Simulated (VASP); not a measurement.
CsPbCl3:

```
Cs Pb Cl
1.0
     5.67673    0.00000    0.00000
     0.00000    5.67673    0.00000
     0.00000    0.00000    5.67673
Cs Pb Cl
1 1 3
Cartesian
  0.0000 0.0000 0.0000
  2.8384 2.8384 2.8384
  2.8384 2.8384 0.0000
  0.0000 2.8384 2.8384
  2.8384 0.0000 2.8384
```

Base run:

* Program: VASP 6.6.1
* Functional: PBE
* Potentials or basis: VASP PAW PBE potentials, release 64 (Cs_sv, Pb_d, Cl)
* Cutoff: 520 eV
* k mesh: 4 × 4 × 4
* Occupations: fermi-dirac, width 0.02 eV
* Spin: no spin polarisation

Its results: band gap on the k mesh 2.10 eV, direct; pressure 0.7 GPa.

Question: The run is repeated on the same cell with these changes: functional from PBE to r2SCAN; occupations from fermi-dirac, width 0.02 eV to gaussian, width 0.01 eV. What comes out?

Answer: Band gap on the k mesh 2.48 eV, direct; pressure 0.0 GPa.

Caveats: spin-orbit coupling is left out, which moves the levels of the heavy elements; the PAW data sets were made with another functional, which shifts forces and pressure a little (some runs).

A k mesh can miss the band edges.
